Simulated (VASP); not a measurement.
# CoSi2 (I4/mmm) in VASP: a series of runs

Runs on CoSi2. Level: PBEsol. Tasks: single point.

Program: VASP 6.6.1. These are calculated values, not measurements. Logs are shortened: lines on timing, memory, paths and dates and some standing lists are left out, and cuts for length are marked.

## 1. The cell of the first run

The structure is tetragonal, space group I4/mmm (No. 139). The conventional cell has a = 3.587 Å, b = 3.587 Å, c = 5.456 Å, α = 90.00°, β = 90.00°, γ = 90.00°. Co (site symmetry 4/mmm) has 8 Si at 2.25 Å within 3.0 Å. Within 3.0 Å of Si (site symmetry -4m2) lie 4 Co at 2.25 Å and 6 Si at 2.54 to 2.73 Å.

## 2. Single point, PBEsol (biaxial strain in the a-b plane: -4.5 %)

Input file INCAR:

```
PREC = Accurate ; ENCUT = 520
EDIFF = 1E-6 ; ISMEAR = 0
SIGMA = 0.1 ; LREAL = F
LASPH = T ; NELM = 100
ALGO = Normal ; ISIF = 2
LWAVE = F ; LCHARG = F
GGA = PS ; NBANDS = 26
```

Input file KPOINTS:

```
Automatic mesh
0
Gamma
  10 10 8
```

Input file POSCAR:

```
CoSi2
1.0
    2.5367225329      2.5367225329      0.0000000000
   -2.5367225329      2.5367225329      0.0000000000
    0.0000000000      0.0000000000      5.4559456363
Co Si
2 4
Direct
    0.0000000000      0.0000000000      0.0000000000
    0.5000000000      0.5000000000      0.5000000000
    0.0000000000      0.5000000000      0.7500000000
    0.5000000000      0.0000000000      0.7500000000
    0.5000000000      0.0000000000      0.2500000000
    0.0000000000      0.5000000000      0.2500000000
```

Potentials or basis: VASP PAW PBE potentials, release 64 (Co, Si).

Run with:

```
cat potpaw_PBE.64/Co/POTCAR potpaw_PBE.64/Si/POTCAR > POTCAR
mpirun -np 1 vasp_std > vasp.out
```

OUTCAR:

```text
PREC = Accurate
   ENCUT = 520
   EDIFF = 1E-6
   ISMEAR = 0
   LREAL = F
   LASPH = T
   NELM = 100
   ISIF = 2
   GGA = PS

 ion  position               nearest neighbor table
   1  0.000  0.000  0.000-   3 2.25   4 2.25   5 2.25   6 2.25   3 2.25   6 2.25   4 2.25   5 2.25

   2  0.500  0.500  0.500-   3 2.25   4 2.25   5 2.25   6 2.25   4 2.25   5 2.25   3 2.25   6 2.25

   3  0.000  0.500  0.750-   1 2.25   2 2.25   1 2.25   2 2.25   4 2.54   4 2.54   4 2.54   4 2.54
                             6 2.73   6 2.73
   4  0.500  0.000  0.750-   1 2.25   2 2.25   2 2.25   1 2.25   3 2.54   3 2.54   3 2.54   3 2.54
                             5 2.73   5 2.73
   5  0.500  0.000  0.250-   1 2.25   2 2.25   2 2.25   1 2.25   6 2.54   6 2.54   6 2.54   6 2.54
                             4 2.73   4 2.73
   6  0.000  0.500  0.250-   1 2.25   2 2.25   1 2.25   2 2.25   5 2.54   5 2.54   5 2.54   5 2.54
                             3 2.73   3 2.73

  LATTYP: Found a simple tetragonal cell.
 ALAT       =     3.5874674100
 C/A-ratio  =     1.5208348990

  Lattice vectors:

 A1 = (   2.5367225329,   2.5367225329,   0.0000000000)
 A2 = (  -2.5367225329,   2.5367225329,   0.0000000000)
 A3 = (   0.0000000000,   0.0000000000,   5.4559456363)

Analysis of symmetry for initial positions (statically):
=====================================================================
 Subroutine PRICEL returns following result:

  LATTYP: Found a body centered tetragonal cell.
 ALAT       =     3.5874674100
 C/A-ratio  =     1.5208348990

  Lattice vectors:

 A1 = (   2.5367225329,   0.0000000000,  -2.7279728182)
 A2 = (  -2.5367225329,   0.0000000000,  -2.7279728182)
 A3 = (   0.0000000000,   2.5367225329,   2.7279728182)

   2 primitive cells build up your supercell.

 Routine SETGRP: Setting up the symmetry group for a
 simple tetragonal supercell.

 Subroutine GETGRP returns: Found 16 space group operations
 (whereof 16 operations were pure point group operations)
 out of a pool of 16 trial point group operations.

The static configuration has the point symmetry D_4h.

Analysis of symmetry for dynamics (positions and initial velocities):
=====================================================================
 Subroutine PRICEL returns following result:

  LATTYP: Found a body centered tetragonal cell.
 ALAT       =     3.5874674100
 C/A-ratio  =     1.5208348990

  Lattice vectors:

 A1 = (   2.5367225329,   0.0000000000,  -2.7279728182)
 A2 = (  -2.5367225329,   0.0000000000,  -2.7279728182)
 A3 = (   0.0000000000,   2.5367225329,   2.7279728182)

   2 primitive cells build up your supercell.

 Routine SETGRP: Setting up the symmetry group for a
 simple tetragonal supercell.

 Subroutine GETGRP returns: Found 16 space group operations
 (whereof 16 operations were pure point group operations)
 out of a pool of 16 trial point group operations.

The dynamic configuration has the point symmetry D_4h.

 Subroutine INISYM returns: Found 16 space group operations
 (whereof 16 operations are pure point group operations),
 and found     2 'primitive' translations

----------------------------------------------------------------------------------------

                                     Primitive cell

  volume of cell :      35.1088

  direct lattice vectors                    reciprocal lattice vectors
     2.536722533  0.000000000 -2.727972818     0.197104726  0.197104726 -0.183286284
    -2.536722533  0.000000000 -2.727972818    -0.197104726  0.197104726 -0.183286284
     0.000000000  2.536722533  2.727972818     0.000000000  0.394209452  0.000000000

  length of vectors
     3.725157299  3.725157299  3.725157299     0.333608165  0.333608165  0.394209452

  position of ions in fractional coordinates (direct lattice)
     0.000000000  0.000000000  0.000000000
     0.250000000  0.750000000  0.500000000
     0.750000000  0.250000000  0.500000000

  ion indices of the primitive-cell ions
   primitive index   ion index
                 1           1
                 2           3
                 3           4

----------------------------------------------------------------------------------------

 KPOINTS: Automatic mesh

Automatic generation of k-mesh.
 Grid dimensions read from file:
 generate k-points for:   10   10    8

 Generating k-lattice:

  Cartesian coordinates                     Fractional coordinates (reciprocal lattice)
     0.019710473  0.019710473  0.000000000     0.100000000  0.000000000  0.000000000
    -0.019710473  0.019710473  0.000000000     0.000000000  0.100000000  0.000000000
     0.000000000  0.000000000  0.022910785     0.000000000  0.000000000  0.125000000

  Length of vectors
     0.027874818  0.027874818  0.022910785

  Shift w.r.t. Gamma in fractional coordinates (k-lattice)
     0.000000000  0.000000000  0.000000000

 Subroutine IBZKPT returns following result:
 ===========================================

 Found    105 irreducible k-points:

 Following reciprocal coordinates:
            Coordinates               Weight
  0.000000  0.000000  0.000000      1.000000
  0.100000  0.000000  0.000000      4.000000
  0.200000  0.000000  0.000000      4.000000
  0.300000  0.000000  0.000000      4.000000
  0.400000  0.000000  0.000000      4.000000
  0.500000  0.000000  0.000000      2.000000
[... 16 lines left out ...]
  0.100000  0.000000  0.125000      8.000000
  0.200000  0.000000  0.125000      8.000000
 [... further k-points ...]
   k-points           NKPTS =    105   k-points in BZ     NKDIM =    105   number of bands    NBANDS=     26
   number of dos      NEDOS =    301   number of ions     NIONS =      6
   total plane-waves  NPLWV =  32928
   dimension x,y,z NGX =    28 NGY =   28 NGZ =   42
   dimension x,y,z NGXF=    56 NGYF=   56 NGZF=   84
   ions per type =               2   4
   NGX,Y,Z   is equivalent  to a cutoff of  12.98, 12.98, 12.80 a.u.
   NGXF,Y,Z  is equivalent  to a cutoff of  25.95, 25.95, 25.60 a.u.
 SYSTEM =  unknown system
   PREC   = accura    normal or accurate (medium, high low for compatibility)
   ISTART =      0    job   : 0-new  1-cont  2-samecut
   ICHARG =      2    charge: 1-file 2-atom 10-const
   ISPIN  =      1    spin polarized calculation?
   LNONCOLLINEAR =      F non collinear calculations
   LSORBIT =      F    spin-orbit coupling
   LASPH  =      T    aspherical Exc in radial PAW
   ENCUT  =  520.0 eV  38.22 Ry    6.18 a.u.   6.67  6.67 10.14*2*pi/ulx,y,z
   NELM   =    100;   NELMIN=  2; NELMDL= -5     # of ELM steps
   EDIFF  = 0.1E-05   stopping-criterion for ELM
   LREAL  =      F    real-space projection
   EDIFFG = 0.1E-04   stopping-criterion for IOM
   NSW    =      0    number of steps for IOM
   IBRION =     -1    ionic relax: 0-MD 1-quasi-New 2-CG
   NFREE  =      0    steps in history (QN), initial steepest desc. (CG)
   ISIF   =      2    stress and relaxation
   ISYM   =      2    0-nonsym 1-usesym 2-fastsym
   POTIM  = 0.5000    time-step for ionic-motion
   TEBEG  =    0.0;   TEEND  =   0.0 temperature during run
   PSTRESS=    0.0 pullay stress
   NELECT =      34.0000    total number of electrons
   NUPDOWN=      -1.0000    fix difference up-down
   EMIN   =  10.00;   EMAX   =-10.00  energy-range for DOS
   EFERMI =   0.00;   METHOD = LEGACY
   ISMEAR =     0;   SIGMA  =   0.10  broadening in eV -4-tet -1-fermi 0-gaus
   EFERMI_NEDOS =   21; number of points for ismear=-14 and -15
   IALGO  =     38    algorithm
   IMIX   =      4    mixing-type and parameters
     AMIX     =   0.40;   BMIX     =  1.00
     AMIX_MAG =   1.60;   BMIX_MAG =  1.00
  volume/ion in A,a.u.               =      11.70        78.98
  Fermi-wavevector in a.u.,A,eV,Ry     =   1.285541  2.429320 22.485189  1.652615
  Thomas-Fermi vector in A             =   2.417669
   LORBIT       =      0    0 simple, 1 ext, 2 COOP (PROOUT), +10 PAW based schemes
   GGA     = PS    functional components
   LHFCALC =     F    Hartree Fock is set to
   AEXX    =    0.0000 exact exchange contribution
   IVDW    =     0    specifies the selected vdW correction
   LEPSILON=     F    determine dielectric tensor
   LRPA    =     F    only Hartree local field effects (RPA)
 non-spin polarized calculation
 Gauss-broadening in eV      SIGMA  =   0.10
  energy-cutoff  :      520.00
  volume of cell :       70.22
 maximum number of plane-waves:      1924
 NGX is ok and might be reduce to    28
   NGX = 13   NGY = 13   NGZ = 21

 number of electron      34.0000017 magnetization

 Free energy of the ion-electron system (eV)
  ---------------------------------------------------
  ext. energy  EPLUGINS =         0.00000000
  ---------------------------------------------------
  free energy    TOTEN  =       -41.67286540 eV

  energy without entropy =      -41.66295850  energy(sigma->0) =      -41.66791195

 E-fermi :  11.2485     XC(G=0): -12.2732

 val. band max:       11.2328479740   @ k =   0.4000   0.2000   0.1250
 cond. band min:      11.2494224087   @ k =   0.2000   0.0000   0.1250
 fundamental gap:      0.0165744346
 Fermi energy:        11.2485202505

 k-point     1 :       0.0000    0.0000    0.0000
  band No.  band energies     occupation
      1      -2.6057      2.00000
      2       1.1307      2.00000
      3       3.4483      2.00000
      4       5.1466      2.00000
      5       6.6597      2.00000
      6       6.6597      2.00000
[... 18 lines left out ...]
     25      15.7437      0.00000
     26      18.2832      0.00000

 k-point     2 :       0.1000    0.0000    0.0000
  band No.  band energies     occupation
      1      -2.4914      2.00000
      2       1.2196      2.00000
      3       3.5588      2.00000
      4       4.8000      2.00000
      5       6.4186      2.00000
      6       6.7186      2.00000
[... 18 lines left out ...]
     25      16.7370      0.00000
[... 608 lines left out ...]
     25      17.1573      0.00000
     26      17.4193      0.00000

 k-point    24 :       0.2000    0.0000    0.1250
  band No.  band energies     occupation
      1      -2.0756      2.00000
      2       1.1011      2.00000
      3       3.8644      2.00000
      4       4.3558      2.00000
      5       5.6624      2.00000
      6       6.8976      2.00000
[... 18 lines left out ...]
     25      16.9214      0.00000
     26      17.6483      0.00000

 [... further k-points ...]

------------------------ aborting loop because EDIFF is reached ----------------------------------------

  FORCE on cell =-STRESS in cart. coord.  units (eV):
  Direction    XX          YY          ZZ          XY          YZ          ZX
  --------------------------------------------------------------------------------------
  -------------------------------------------------------------------------------------
  Total        7.9110668      7.9110668      4.2301903      0.0000000      0.0000000      0.0000000
  in kB      180.5093359    180.5093359     96.5216026      0.0000000      0.0000000      0.0000000
  external PRESSURE =     152.5134248 kB  Pullay stress =       0.0000000 kB

 VOLUME and BASIS-vectors are now :
 -----------------------------------------------------------------------------
  energy-cutoff  :      520.00
  volume of cell :       70.22
      direct lattice vectors                 reciprocal lattice vectors
     2.536722533  2.536722533  0.000000000     0.197104726  0.197104726  0.000000000
    -2.536722533  2.536722533  0.000000000    -0.197104726  0.197104726  0.000000000
     0.000000000  0.000000000  5.455945636     0.000000000  0.000000000  0.183286284

 POSITION                                       TOTAL-FORCE (eV/Angst)
 -----------------------------------------------------------------------------------
      0.00000      0.00000      0.00000         0.000000     -0.000000      0.000000
      0.00000      2.53672      2.72797         0.000000     -0.000000     -0.000000
     -1.26836      1.26836      4.09196        -0.000000      0.000000      0.000000
      1.26836      1.26836      4.09196        -0.000000      0.000000     -0.000000
      1.26836      1.26836      1.36399        -0.000000      0.000000      0.000000
     -1.26836      1.26836      1.36399        -0.000000      0.000000      0.000000
 -----------------------------------------------------------------------------------
    total drift:                               -0.000000      0.000000      0.000000

  FREE ENERGIE OF THE ION-ELECTRON SYSTEM (eV)
  ---------------------------------------------------
  free  energy   TOTEN  =       -41.6728653958 eV

  energy  without entropy=      -41.6629585022  energy(sigma->0) =      -41.66791195
```

It took 2.4 min on 1 thread of Intel Xeon Platinum 8488C (Sapphire Rapids), shared host; peak memory 0.28 GiB.

Results:

```yaml
Free_energy: -41.6729 eV
Pressure: 15.3 GPa
Band_gap_on_the_k_mesh: zero (bands 17 and 18 overlap by 3.89 eV)
```

Levels at points of the mesh, in eV from the Fermi level:
| k point | band 15 | band 16 | band 17 | band 18 | band 19 | band 20 |
| --- | --- | --- | --- | --- | --- | --- |
| (0.00, 0.00, 0.00) | -1.47 | 1.76 | 2.39 | 2.87 | 3.14 | 3.46 |
| (0.50, 0.00, 0.00) | -1.49 | -1.49 | 0.55 | 0.55 | 3.17 | 3.17 |
| (0.50, 0.50, 0.00) | -1.97 | -1.97 | -1.50 | -1.50 | 1.77 | 1.77 |
| (0.00, 0.00, 0.50) | -0.31 | -0.31 | -0.31 | -0.31 | 2.23 | 2.23 |
| (0.50, 0.00, 0.50) | -0.86 | -0.86 | -0.22 | -0.22 | 3.08 | 3.08 |
| (0.50, 0.50, 0.50) | -1.52 | -1.52 | -0.94 | -0.94 | 3.72 | 3.72 |

Caveat: the cell differs from its parent crystal (biaxial strain in the a-b plane: -4.5 %); the cell stands under pressure; the PAW data sets were made with another functional, which shifts forces and pressure a little; the run has no spin polarisation, though such a crystal can be magnetic.

(Continued in part 2 of 2.)
